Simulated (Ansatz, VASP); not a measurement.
## One calculation of MgO, two programs

```
Mg O
1.0
     0.00000    2.10217    2.10217
     1.98255    0.00000    2.10217
     1.98255    2.10217    0.00000
Mg O
1 1
Direct
  0.00000 0.00000 0.00000
  0.50000 0.50000 0.50000
```

Change from the starting cell: uniaxial_x strain -5.7%.

Alike in both runs: task single point; functional PBE; k mesh 10 × 10 × 10; occupations fermi-dirac, width 0.02 eV; no spin polarisation.

```csv
,VASP,Ansatz
version,VASP 6.6.1,Ansatz 0.2.0
potentials or method,"VASP PAW PBE potentials, release 64 (Mg, O)","plane waves, PAW"
plane-wave cutoff (eV),520,420
valence electrons in the cell,8,16
```

Ansatz gave:

* gap on the k mesh at the Fermi level (eV): 5.32
* pressure (GPa): 18.3
* traceless stress, the component that is largest in VASP (GPa): 12.83

**Question.** What did VASP give for the same quantities?

**Answer.** gap on the k mesh at the Fermi level (eV): 5.30; pressure (GPa): 17.7; traceless stress, the component that is largest in VASP (GPa): 12.95.

VASP's potentials hold 8 valence electrons a cell and Ansatz's 16, so a difference there can come from the potentials and not from the codes.
